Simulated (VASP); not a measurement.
# Te (P3_121) in VASP: notebook

Te is run at these levels: PBE; tasks: single point, relaxation of cell and atoms.

All numbers are computed with VASP 6.6.1; they aren't measurements. Logs are shortened: lines on timing, memory, paths and dates and some standing lists are left out, and cuts for length are marked.

## Step 1: The cell of the first run

The structure is trigonal, space group P3_121 (No. 152). Conventional cell: a = 4.196 Å, b = 4.196 Å, c = 5.965 Å, α = 90.00°, β = 90.00°, γ = 120.00°. Within 3.8 Å of Te (site symmetry 2) lie 6 Te at 2.92 to 3.25 Å.

## Step 2: Single point, PBE

INCAR

```
SYSTEM = Te
ALGO     = Normal         ! electronic algorithm
EDIFF    = 1E-6           ! SCF threshold, eV
ENCUT    = 520            ! plane-wave cutoff, eV
GGA      = PE             ! functional
ISIF     = 2              ! what is computed and relaxed
ISMEAR   = 0              ! smearing method
LASPH    = .True.         ! aspherical terms in the spheres
LCHARG   = .False.        ! write CHGCAR
LREAL    = .False.        ! projectors in reciprocal space
LWAVE    = .False.        ! write WAVECAR
NBANDS   = 16             ! bands
NELM     = 100            ! most SCF steps
PREC     = Accurate       ! precision mode
SIGMA    = 0.1            ! smearing width, eV
```

KPOINTS

```
k-points
0
Gamma
  7 7 5
  0 0 0
```

POSCAR

```
Te
1.0
    4.1961587403      0.0000000000      0.0000000000
   -2.0980793702      3.6339800674      0.0000000000
    0.0000000000      0.0000000000      5.9645086865
Te
3
Direct
    0.2940687006      0.0000000000      0.3333333333
    0.0000000000      0.2940687006      0.6666666667
    0.7059312994      0.7059312994      0.0000000000
```

Potentials or basis: VASP PAW PBE potentials, release 64 (Te).

On the command line:

```
$ cat potpaw_PBE.64/Te/POTCAR > POTCAR
$ mpirun -np 1 vasp_std > vasp.out
```

OUTCAR:

```text
SYSTEM = Te
   EDIFF = 1E-6
   ENCUT = 520
   GGA = PE
   ISIF = 2
   ISMEAR = 0
   LASPH = .True.
   LREAL = .False.
   NELM = 100
   PREC = Accurate

 ion  position               nearest neighbor table
   1  0.294  0.000  0.333-   3 2.92   2 2.92   3 3.25   3 3.25   2 3.25   2 3.25
   2  0.000  0.294  0.667-   3 2.92   1 2.92   3 3.25   3 3.25   1 3.25   1 3.25
   3  0.706  0.706  0.000-   1 2.92   2 2.92   2 3.25   1 3.25   1 3.25   2 3.25

  LATTYP: Found a hexagonal cell.
 ALAT       =     4.1961587403
 C/A-ratio  =     1.4214211272

  Lattice vectors:

 A1 = (   4.1961587403,   0.0000000000,   0.0000000000)
 A2 = (  -2.0980793702,   3.6339800674,   0.0000000000)
 A3 = (   0.0000000000,   0.0000000000,   5.9645086865)

Analysis of symmetry for initial positions (statically):
=====================================================================
 Subroutine PRICEL returns:
 Original cell was already a primitive cell.

 Routine SETGRP: Setting up the symmetry group for a
 hexagonal supercell.

 Subroutine GETGRP returns: Found  6 space group operations
 (whereof  2 operations were pure point group operations)
 out of a pool of 24 trial point group operations.

The static configuration has the point symmetry C_2 .
 The point group associated with its full space group is D_3 .

Analysis of symmetry for dynamics (positions and initial velocities):
=====================================================================
 Subroutine PRICEL returns:
 Original cell was already a primitive cell.

 Routine SETGRP: Setting up the symmetry group for a
 hexagonal supercell.

 Subroutine GETGRP returns: Found  6 space group operations
 (whereof  2 operations were pure point group operations)
 out of a pool of 24 trial point group operations.

The dynamic configuration has the point symmetry C_2 .
 The point group associated with its full space group is D_3 .

 Subroutine INISYM returns: Found  6 space group operations
 (whereof  2 operations are pure point group operations),
 and found     1 'primitive' translations

----------------------------------------------------------------------------------------

                                     Primitive cell

  volume of cell :      90.9513

  direct lattice vectors                    reciprocal lattice vectors
     4.196158740  0.000000000  0.000000000     0.238313196  0.137590188  0.000000000
    -2.098079370  3.633980067  0.000000000     0.000000000  0.275180376  0.000000000
     0.000000000  0.000000000  5.964508687     0.000000000  0.000000000  0.167658403

  length of vectors
     4.196158740  4.196158740  5.964508687     0.275180376  0.275180376  0.167658403

  position of ions in fractional coordinates (direct lattice)
     0.294068701  0.000000000  0.333333333
     0.000000000  0.294068701  0.666666667
     0.705931299  0.705931299  0.000000000

  ion indices of the primitive-cell ions
   primitive index   ion index
                 1           1
                 2           2
                 3           3

----------------------------------------------------------------------------------------

 KPOINTS: k-points

Automatic generation of k-mesh.
 Grid dimensions read from file:
 generate k-points for:    7    7    5

 Generating k-lattice:

  Cartesian coordinates                     Fractional coordinates (reciprocal lattice)
     0.034044742  0.019655741  0.000000000     0.142857143 -0.000000000  0.000000000
     0.000000000  0.039311482  0.000000000     0.000000000  0.142857143  0.000000000
     0.000000000  0.000000000  0.033531681     0.000000000  0.000000000  0.200000000

  Length of vectors
     0.039311482  0.039311482  0.033531681

  Shift w.r.t. Gamma in fractional coordinates (k-lattice)
     0.000000000  0.000000000  0.000000000

 Subroutine IBZKPT returns following result:
 ===========================================

 Found     32 irreducible k-points:

 Following reciprocal coordinates:
            Coordinates               Weight
  0.000000  0.000000  0.000000      1.000000
  0.142857  0.000000  0.000000      6.000000
  0.285714  0.000000  0.000000      6.000000
  0.428571  0.000000  0.000000      6.000000
  0.142857  0.142857  0.000000      6.000000
  0.285714  0.142857  0.000000     12.000000
[... 16 lines left out ...]
  0.000000  0.142857  0.400000      6.000000
  0.285714  0.000000  0.400000      6.000000
 [... further k-points ...]
   k-points           NKPTS =     32   k-points in BZ     NKDIM =     32   number of bands    NBANDS=     16
   number of dos      NEDOS =    301   number of ions     NIONS =      3
   total plane-waves  NPLWV =  49152
   dimension x,y,z NGX =    32 NGY =   32 NGZ =   48
   dimension x,y,z NGXF=    64 NGYF=   64 NGZF=   96
   ions per type =               3
   NGX,Y,Z   is equivalent  to a cutoff of  12.68, 12.68, 13.38 a.u.
   NGXF,Y,Z  is equivalent  to a cutoff of  25.36, 25.36, 26.76 a.u.
 SYSTEM =  Te
   PREC   = accura    normal or accurate (medium, high low for compatibility)
   ISTART =      0    job   : 0-new  1-cont  2-samecut
   ICHARG =      2    charge: 1-file 2-atom 10-const
   ISPIN  =      1    spin polarized calculation?
   LNONCOLLINEAR =      F non collinear calculations
   LSORBIT =      F    spin-orbit coupling
   LASPH  =      T    aspherical Exc in radial PAW
   ENCUT  =  520.0 eV  38.22 Ry    6.18 a.u.   7.80  7.80 11.09*2*pi/ulx,y,z
   NELM   =    100;   NELMIN=  2; NELMDL= -5     # of ELM steps
   EDIFF  = 0.1E-05   stopping-criterion for ELM
   LREAL  =      F    real-space projection
   EDIFFG = 0.1E-04   stopping-criterion for IOM
   NSW    =      0    number of steps for IOM
   IBRION =     -1    ionic relax: 0-MD 1-quasi-New 2-CG
   NFREE  =      0    steps in history (QN), initial steepest desc. (CG)
   ISIF   =      2    stress and relaxation
   ISYM   =      2    0-nonsym 1-usesym 2-fastsym
   POTIM  = 0.5000    time-step for ionic-motion
   TEBEG  =    0.0;   TEEND  =   0.0 temperature during run
   PSTRESS=    0.0 pullay stress
   NELECT =      18.0000    total number of electrons
   NUPDOWN=      -1.0000    fix difference up-down
   EMIN   =  10.00;   EMAX   =-10.00  energy-range for DOS
   EFERMI =   0.00;   METHOD = LEGACY
   ISMEAR =     0;   SIGMA  =   0.10  broadening in eV -4-tet -1-fermi 0-gaus
   EFERMI_NEDOS =   21; number of points for ismear=-14 and -15
   IALGO  =     38    algorithm
   IMIX   =      4    mixing-type and parameters
     AMIX     =   0.40;   BMIX     =  1.00
     AMIX_MAG =   1.60;   BMIX_MAG =  1.00
  volume/ion in A,a.u.               =      30.32       204.59
  Fermi-wavevector in a.u.,A,eV,Ry     =   0.954031  1.802858 12.383693  0.910176
  Thomas-Fermi vector in A             =   2.082741
   LORBIT       =      0    0 simple, 1 ext, 2 COOP (PROOUT), +10 PAW based schemes
   GGA     = PE    functional components
   LHFCALC =     F    Hartree Fock is set to
   AEXX    =    0.0000 exact exchange contribution
   IVDW    =     0    specifies the selected vdW correction
   LEPSILON=     F    determine dielectric tensor
   LRPA    =     F    only Hartree local field effects (RPA)
 non-spin polarized calculation
 Gauss-broadening in eV      SIGMA  =   0.10
  energy-cutoff  :      520.00
  volume of cell :       90.95
 maximum number of plane-waves:      2470
 NGX is ok and might be reduce to    32
   NGX = 15   NGY = 15   NGZ = 23

 number of electron      17.9999999 magnetization

 Free energy of the ion-electron system (eV)
  ---------------------------------------------------
  ext. energy  EPLUGINS =         0.00000000
  ---------------------------------------------------
  free energy    TOTEN  =        -9.25355639 eV

  energy without entropy =       -9.25353795  energy(sigma->0) =       -9.25354717

 E-fermi :   7.4603     XC(G=0):  -9.6145

 val. band max:        7.2214158474   @ k =   0.2857   0.2857   0.4000
 cond. band min:       7.6824262112   @ k =   0.0000   0.0000   0.4000
 fundamental gap:      0.4610103638
 Fermi energy:         7.4603041655

 k-point     1 :       0.0000    0.0000    0.0000
  band No.  band energies     occupation
      1      -6.8167      2.00000
      2      -3.2859      2.00000
      3      -3.2859      2.00000
      4       4.5979      2.00000
      5       4.9721      2.00000
      6       4.9721      2.00000
[... 8 lines left out ...]
     15      13.5098      0.00000
     16      13.5098      0.00000

 k-point     2 :       0.1429    0.0000    0.0000
  band No.  band energies     occupation
      1      -6.6331      2.00000
      2      -3.2818      2.00000
      3      -3.2106      2.00000
      4       3.2338      2.00000
      5       3.9970      2.00000
      6       4.3275      2.00000
[... 8 lines left out ...]
     15      13.4589      0.00000
     16      13.9442      0.00000

 k-point     3 :       0.2857    0.0000    0.0000
  band No.  band energies     occupation
      1      -6.1064      2.00000
      2      -3.4700      2.00000
      3      -3.0101      2.00000
      4       2.1001      2.00000
      5       2.9580      2.00000
      6       3.6574      2.00000
[... 8 lines left out ...]
     15      14.2129      0.00000
     16      15.0543      0.00000

 k-point     4 :       0.4286    0.0000    0.0000
  band No.  band energies     occupation
      1      -5.3696      2.00000
      2      -4.0631      2.00000
      3      -2.8158      2.00000
      4       2.0099      2.00000
      5       2.4274      2.00000
      6       3.2382      2.00000
[... 8 lines left out ...]
     15      15.9746      0.00000
     16      16.2070      0.00000
[... 324 lines left out ...]
 k-point    22 :       0.1429    0.0000    0.4000
  band No.  band energies     occupation
      1      -6.0531      2.00000
      2      -5.3300      2.00000
      3      -1.2328      2.00000
      4       3.2212      2.00000
      5       4.5070      2.00000
      6       4.6854      2.00000
[... 8 lines left out ...]
     15      12.9130      0.00000
     16      13.8552      0.00000

 k-point    23 :       0.0000    0.1429    0.4000
  band No.  band energies     occupation
      1      -6.0456      2.00000
      2      -5.3441      2.00000
      3      -1.1876      2.00000
      4       3.0895      2.00000
      5       3.9785      2.00000
      6       4.5681      2.00000
[... 8 lines left out ...]
     15      13.2358      0.00000
     16      14.2580      0.00000

 k-point    24 :       0.2857    0.0000    0.4000
  band No.  band energies     occupation
      1      -5.6078      2.00000
      2      -4.8676      2.00000
      3      -2.1387      2.00000
      4       2.6239      2.00000
      5       3.7686      2.00000
      6       4.0900      2.00000
[... 8 lines left out ...]
     15      13.4234      0.00000
     16      14.2033      0.00000

 [... further k-points ...]

------------------------ aborting loop because EDIFF is reached ----------------------------------------

  FORCE on cell =-STRESS in cart. coord.  units (eV):
  Direction    XX          YY          ZZ          XY          YZ          ZX
  --------------------------------------------------------------------------------------
  -------------------------------------------------------------------------------------
  Total        2.8266967      2.8266967      2.8488586     -0.0000000      0.0000000      0.0000000
  in kB       49.7944186     49.7944186     50.1848182     -0.0000000      0.0000000      0.0000000
  external PRESSURE =      49.9245518 kB  Pullay stress =       0.0000000 kB

 VOLUME and BASIS-vectors are now :
 -----------------------------------------------------------------------------
  energy-cutoff  :      520.00
  volume of cell :       90.95
      direct lattice vectors                 reciprocal lattice vectors
     4.196158740  0.000000000  0.000000000     0.238313196  0.137590188  0.000000000
    -2.098079370  3.633980067  0.000000000     0.000000000  0.275180376  0.000000000
     0.000000000  0.000000000  5.964508687     0.000000000  0.000000000  0.167658403

 POSITION                                       TOTAL-FORCE (eV/Angst)
 -----------------------------------------------------------------------------------
      1.23396      0.00000      1.98817         0.008957     -0.000000      0.000000
     -0.61698      1.06864      3.97634        -0.004478      0.007757      0.000000
      1.48110      2.56534      0.00000        -0.004478     -0.007757      0.000000
 -----------------------------------------------------------------------------------
    total drift:                                0.000000     -0.000000     -0.000000

  FREE ENERGIE OF THE ION-ELECTRON SYSTEM (eV)
  ---------------------------------------------------
  free  energy   TOTEN  =        -9.2535563935 eV

  energy  without entropy=       -9.2535379459  energy(sigma->0) =       -9.25354717
```

Run time: 16 s. Hardware: 1 thread of AMD EPYC 9R45 (Zen 5), shared host; peak memory 0.19 GiB.

Results:

| Quantity | Value |
| --- | --- |
| Free energy | -9.2536 eV |
| Pressure | 5.0 GPa |
| Largest force | 0.009 eV/Å |
| Band gap on the k mesh | 0.46 eV (least direct gap 0.51 eV) |

Forces on the atoms (eV/Å):
```
Te   0.009  0.000  0.000
Te  -0.004  0.008  0.000
Te  -0.004 -0.008  0.000
```

Caveat: the cell stands under pressure; spin-orbit coupling is left out, which moves the levels of the heavy elements. A hybrid or GW would open this gap; PBE tends to underestimate it.

(Continued in part 2 of 3.)
